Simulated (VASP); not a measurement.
# Be2C (Fm-3m) in VASP: single point with PBE

Aim: the single point of Be2C with PBE.

Everything below comes from runs of VASP 6.6.1. Logs are shortened: lines on timing, memory, paths and dates and some standing lists are left out, and cuts for length are marked.

**1. The cell of the first run**

It takes space group Fm-3m (No. 225, cubic). The conventional cell has a = 4.330 Å, b = 4.330 Å, c = 4.330 Å, α = 90.00°, β = 90.00°, γ = 90.00°. Be (site symmetry -43m) has 4 C at 1.87 Å and 6 Be at 2.17 Å within 2.5 Å. C (site symmetry m-3m) has 8 Be at 1.87 Å within 2.5 Å.

**2. Single point, PBE**

Contents of INCAR:

```
  PREC = Accurate
  ENCUT = 600
  EDIFF = 1E-6
  ISMEAR = -1
  SIGMA = 0.03
  LREAL = F
  LASPH = T
  NELM = 120
  ALGO = Normal
  ISIF = 2
  LWAVE = F
  LCHARG = T
  GGA = PE
  LELF = T
  LVHAR = T
  NBANDS = 11
  GGA_COMPAT = F
```

Contents of KPOINTS:

```
Automatic mesh
0
Gamma
  14 14 14
```

Contents of POSCAR:

```
Be2C
1.0
    0.0000000000      2.1650000000      2.1650000000
    2.1650000000      0.0000000000      2.1650000000
    2.1650000000      2.1650000000      0.0000000000
Be C
2 1
Direct
    0.2500000000      0.2500000000      0.2500000000
    0.7500000000      0.7500000000      0.7500000000
    0.0000000000      0.0000000000      0.0000000000
```

Potentials or basis: VASP PAW PBE potentials, release 64 (Be, C).

Command:

```
> cat potpaw_PBE.64/Be/POTCAR potpaw_PBE.64/C/POTCAR > POTCAR
> mpirun -np 1 vasp_std > vasp.out
```

OUTCAR:

```text
PREC = Accurate
   ENCUT = 600
   EDIFF = 1E-6
   ISMEAR = -1
   LREAL = F
   LASPH = T
   NELM = 120
   ISIF = 2
   GGA = PE

 ion  position               nearest neighbor table
   1  0.250  0.250  0.250-   3 1.87   3 1.87   3 1.87   3 1.87   2 2.17   2 2.17   2 2.17   2 2.17
                             2 2.17   2 2.17
   2  0.750  0.750  0.750-   3 1.87   3 1.87   3 1.87   3 1.87   1 2.17   1 2.17   1 2.17   1 2.17
                             1 2.17   1 2.17
   3  0.000  0.000  0.000-   2 1.87   2 1.87   2 1.87   1 1.87   2 1.87   1 1.87   1 1.87   1 1.87

  LATTYP: Found a face centered cubic cell.
 ALAT       =     4.3300000000

  Lattice vectors:

 A1 = (   0.0000000000,   2.1650000000,   2.1650000000)
 A2 = (   2.1650000000,   0.0000000000,   2.1650000000)
 A3 = (   2.1650000000,   2.1650000000,   0.0000000000)

Analysis of symmetry for initial positions (statically):
=====================================================================
 Subroutine PRICEL returns:
 Original cell was already a primitive cell.

 Routine SETGRP: Setting up the symmetry group for a
 face centered cubic supercell.

 Subroutine GETGRP returns: Found 48 space group operations
 (whereof 48 operations were pure point group operations)
 out of a pool of 48 trial point group operations.

The static configuration has the point symmetry O_h .

Analysis of symmetry for dynamics (positions and initial velocities):
=====================================================================
 Subroutine PRICEL returns:
 Original cell was already a primitive cell.

 Routine SETGRP: Setting up the symmetry group for a
 face centered cubic supercell.

 Subroutine GETGRP returns: Found 48 space group operations
 (whereof 48 operations were pure point group operations)
 out of a pool of 48 trial point group operations.

The dynamic configuration has the point symmetry O_h .

 Subroutine INISYM returns: Found 48 space group operations
 (whereof 48 operations are pure point group operations),
 and found     1 'primitive' translations

----------------------------------------------------------------------------------------

                                     Primitive cell

  volume of cell :      20.2957

  direct lattice vectors                    reciprocal lattice vectors
     0.000000000  2.165000000  2.165000000    -0.230946882  0.230946882  0.230946882
     2.165000000  0.000000000  2.165000000     0.230946882 -0.230946882  0.230946882
     2.165000000  2.165000000  0.000000000     0.230946882  0.230946882 -0.230946882

  length of vectors
     3.061772363  3.061772363  3.061772363     0.400011734  0.400011734  0.400011734

  position of ions in fractional coordinates (direct lattice)
     0.250000000  0.250000000  0.250000000
     0.750000000  0.750000000  0.750000000
     0.000000000  0.000000000  0.000000000

  ion indices of the primitive-cell ions
   primitive index   ion index
                 1           1
                 2           2
                 3           3

----------------------------------------------------------------------------------------

 KPOINTS: Automatic mesh

Automatic generation of k-mesh.
 Grid dimensions read from file:
 generate k-points for:   14   14   14

 Generating k-lattice:

  Cartesian coordinates                     Fractional coordinates (reciprocal lattice)
    -0.016496206  0.016496206  0.016496206     0.071428571  0.000000000  0.000000000
     0.016496206 -0.016496206  0.016496206     0.000000000  0.071428571  0.000000000
     0.016496206  0.016496206 -0.016496206     0.000000000  0.000000000  0.071428571

  Length of vectors
     0.028572267  0.028572267  0.028572267

  Shift w.r.t. Gamma in fractional coordinates (k-lattice)
     0.000000000  0.000000000  0.000000000

 Subroutine IBZKPT returns following result:
 ===========================================

 Found    104 irreducible k-points:

 Following reciprocal coordinates:
            Coordinates               Weight
  0.000000  0.000000  0.000000      1.000000
  0.071429  0.000000  0.000000      8.000000
  0.142857  0.000000  0.000000      8.000000
  0.214286  0.000000  0.000000      8.000000
  0.285714  0.000000  0.000000      8.000000
  0.357143  0.000000  0.000000      8.000000
[... 16 lines left out ...]
  0.214286  0.142857  0.000000     24.000000
  0.285714  0.142857  0.000000     24.000000
 [... further k-points ...]
   k-points           NKPTS =    104   k-points in BZ     NKDIM =    104   number of bands    NBANDS=     11
   number of dos      NEDOS =    301   number of ions     NIONS =      3
   total plane-waves  NPLWV =  13824
   dimension x,y,z NGX =    24 NGY =   24 NGZ =   24
   dimension x,y,z NGXF=    48 NGYF=   48 NGZF=   48
   ions per type =               2   1
   NGX,Y,Z   is equivalent  to a cutoff of  13.03, 13.03, 13.03 a.u.
   NGXF,Y,Z  is equivalent  to a cutoff of  26.06, 26.06, 26.06 a.u.
 SYSTEM =  unknown system
   PREC   = accura    normal or accurate (medium, high low for compatibility)
   ISTART =      0    job   : 0-new  1-cont  2-samecut
   ICHARG =      2    charge: 1-file 2-atom 10-const
   ISPIN  =      1    spin polarized calculation?
   LNONCOLLINEAR =      F non collinear calculations
   LSORBIT =      F    spin-orbit coupling
   LASPH  =      T    aspherical Exc in radial PAW
   ENCUT  =  600.0 eV  44.10 Ry    6.64 a.u.   6.12  6.12  6.12*2*pi/ulx,y,z
   NELM   =    120;   NELMIN=  2; NELMDL= -5     # of ELM steps
   EDIFF  = 0.1E-05   stopping-criterion for ELM
   LREAL  =      F    real-space projection
   EDIFFG = 0.1E-04   stopping-criterion for IOM
   NSW    =      0    number of steps for IOM
   IBRION =     -1    ionic relax: 0-MD 1-quasi-New 2-CG
   NFREE  =      0    steps in history (QN), initial steepest desc. (CG)
   ISIF   =      2    stress and relaxation
   ISYM   =      2    0-nonsym 1-usesym 2-fastsym
   POTIM  = 0.5000    time-step for ionic-motion
   TEBEG  =    0.0;   TEEND  =   0.0 temperature during run
   PSTRESS=    0.0 pullay stress
   NELECT =       8.0000    total number of electrons
   NUPDOWN=      -1.0000    fix difference up-down
   EMIN   =  10.00;   EMAX   =-10.00  energy-range for DOS
   EFERMI =   0.00;   METHOD = LEGACY
   ISMEAR =    -1;   SIGMA  =   0.03  broadening in eV -4-tet -1-fermi 0-gaus
   EFERMI_NEDOS =   21; number of points for ismear=-14 and -15
   IALGO  =     38    algorithm
   IMIX   =      4    mixing-type and parameters
     AMIX     =   0.40;   BMIX     =  1.00
     AMIX_MAG =   1.60;   BMIX_MAG =  1.00
  volume/ion in A,a.u.               =       6.77        45.65
  Fermi-wavevector in a.u.,A,eV,Ry     =   1.200338  2.268310 19.603432  1.440812
  Thomas-Fermi vector in A             =   2.336177
   LORBIT       =      0    0 simple, 1 ext, 2 COOP (PROOUT), +10 PAW based schemes
   GGA     = PE    functional components
   LHFCALC =     F    Hartree Fock is set to
   AEXX    =    0.0000 exact exchange contribution
   IVDW    =     0    specifies the selected vdW correction
   LEPSILON=     F    determine dielectric tensor
   LRPA    =     F    only Hartree local field effects (RPA)
 non-spin polarized calculation
  energy-cutoff  :      600.00
  volume of cell :       20.30
 maximum number of plane-waves:       700
   NGX = 13   NGY = 13   NGZ = 13

 number of electron       8.0000000 magnetization

 Free energy of the ion-electron system (eV)
  ---------------------------------------------------
  ext. energy  EPLUGINS =         0.00000000
  ---------------------------------------------------
  free energy    TOTEN  =       -17.45703999 eV

  energy without entropy =      -17.45703999  energy(sigma->0) =      -17.45703999

 E-fermi :   8.2796     XC(G=0): -11.4363

 val. band max:        7.7233750885   @ k =   0.0000   0.0000   0.0000
 cond. band min:       8.8808339553   @ k =   0.5000   0.5000   0.0000
 fundamental gap:      1.1574588669
 Fermi energy:         8.2795790800

 k-point     1 :       0.0000    0.0000    0.0000
  band No.  band energies     occupation
      1      -7.3122      2.00000
      2       7.7234      2.00000
      3       7.7234      2.00000
      4       7.7234      2.00000
      5      11.8506      0.00000
      6      11.8506      0.00000
      7      11.8506      0.00000
      8      14.4677      0.00000
      9      20.8883      0.00000
     10      20.8883      0.00000
     11      20.8883      0.00000

 k-point     2 :       0.0714    0.0000    0.0000
  band No.  band energies     occupation
      1      -7.2308      2.00000
      2       6.9727      2.00000
      3       7.5573      2.00000
      4       7.5573      2.00000
      5      12.0929      0.00000
      6      12.0929      0.00000
      7      12.3521      0.00000
      8      14.6613      0.00000
      9      20.2405      0.00000
     10      20.2405      0.00000
     11      21.0843      0.00000

 k-point     3 :       0.1429    0.0000    0.0000
  band No.  band energies     occupation
      1      -6.9877      2.00000
      2       5.4308      2.00000
      3       7.1752      2.00000
      4       7.1752      2.00000
      5      12.6371      0.00000
      6      12.6371      0.00000
      7      13.1177      0.00000
      8      15.2370      0.00000
      9      19.3075      0.00000
     10      19.3075      0.00000
     11      21.6587      0.00000

 k-point     4 :       0.2143    0.0000    0.0000
  band No.  band energies     occupation
      1      -6.5884      2.00000
      2       3.7306      2.00000
      3       6.7522      2.00000
      4       6.7522      2.00000
      5      13.1040      0.00000
      6      13.1040      0.00000
      7      13.6706      0.00000
      8      15.9900      0.00000
      9      18.9027      0.00000
     10      18.9027      0.00000
     11      22.5134      0.00000

 k-point     5 :       0.2857    0.0000    0.0000
  band No.  band energies     occupation
      1      -6.0472      2.00000
      2       2.0907      2.00000
      3       6.3853      2.00000
      4       6.3853      2.00000
      5      13.2048      0.00000
      6      13.2048      0.00000
      7      14.0881      0.00000
      8      16.6489      0.00000
      9      19.3173      0.00000
     10      19.3173      0.00000
     11      23.4108      0.00000
[... 211 lines left out ...]
 k-point    21 :      -0.0714    0.0714    0.0000
  band No.  band energies     occupation
      1      -7.0955      2.00000
      2       6.2932      2.00000
      3       6.7517      2.00000
      4       7.6173      2.00000
      5      12.1613      0.00000
      6      12.7631      0.00000
      7      12.8766      0.00000
      8      14.8985      0.00000
      9      18.9451      0.00000
     10      20.4667      0.00000
     11      21.4690      0.00000

 k-point    22 :       0.1429    0.1429    0.0000
  band No.  band energies     occupation
      1      -6.8812      2.00000
      2       6.1391      2.00000
      3       6.1391      2.00000
      4       6.4281      2.00000
      5      12.1348      0.00000
      6      13.8477      0.00000
      7      13.8477      0.00000
      8      14.2837      0.00000
      9      18.2593      0.00000
     10      22.0701      0.00000
     11      22.0701      0.00000

 k-point    23 :       0.2143    0.1429    0.0000
  band No.  band energies     occupation
      1      -6.5897      2.00000
      2       4.8238      2.00000
      3       5.6347      2.00000
      4       6.3237      2.00000
      5      12.4361      0.00000
      6      13.7509      0.00000
      7      14.5339      0.00000
      8      14.5981      0.00000
      9      18.5001      0.00000
     10      22.0320      0.00000
     11      22.7611      0.00000

 k-point    24 :       0.2857    0.1429    0.0000
  band No.  band energies     occupation
      1      -6.1488      2.00000
      2       3.2644      2.00000
      3       5.2557      2.00000
      4       6.0552      2.00000
      5      12.6325      0.00000
      6      13.8912      0.00000
      7      14.9226      0.00000
      8      15.1540      0.00000
      9      19.0480      0.00000
     10      21.9138      0.00000
     11      23.5508      0.00000

 [... further k-points ...]
[... 5 lines left out ...]
  --------------------------------------------------------------------------------------
  -------------------------------------------------------------------------------------
  Total        0.0048275      0.0048275      0.0048275      0.0000000      0.0000000      0.0000000
  in kB        0.3810933      0.3810933      0.3810933      0.0000000      0.0000000      0.0000000
  external PRESSURE =       0.3810933 kB  Pullay stress =       0.0000000 kB

 VOLUME and BASIS-vectors are now :
 -----------------------------------------------------------------------------
  energy-cutoff  :      600.00
  volume of cell :       20.30
      direct lattice vectors                 reciprocal lattice vectors
     0.000000000  2.165000000  2.165000000    -0.230946882  0.230946882  0.230946882
     2.165000000  0.000000000  2.165000000     0.230946882 -0.230946882  0.230946882
     2.165000000  2.165000000  0.000000000     0.230946882  0.230946882 -0.230946882

 POSITION                                       TOTAL-FORCE (eV/Angst)
 -----------------------------------------------------------------------------------
      1.08250      1.08250      1.08250        -0.000000     -0.000000      0.000000
      3.24750      3.24750      3.24750        -0.000000      0.000000     -0.000000
      0.00000      0.00000      0.00000         0.000000     -0.000000     -0.000000
 -----------------------------------------------------------------------------------
    total drift:                               -0.000000      0.000000      0.000000

  FREE ENERGIE OF THE ION-ELECTRON SYSTEM (eV)
  ---------------------------------------------------
  free  energy   TOTEN  =       -17.4570399887 eV

  energy  without entropy=      -17.4570399887  energy(sigma->0) =      -17.45703999
```

It took 26 s on 1 thread of Intel Xeon 8259CL, shared host; peak memory 0.15 GiB.

What came out:

- Free energy: -17.4570 eV
- Pressure: 0.0 GPa
- Band gap on the k mesh: 1.16 eV, indirect (least direct gap 4.13 eV)

A k mesh can miss the band edges. As with any semilocal functional, this PBE gap is likely too small.
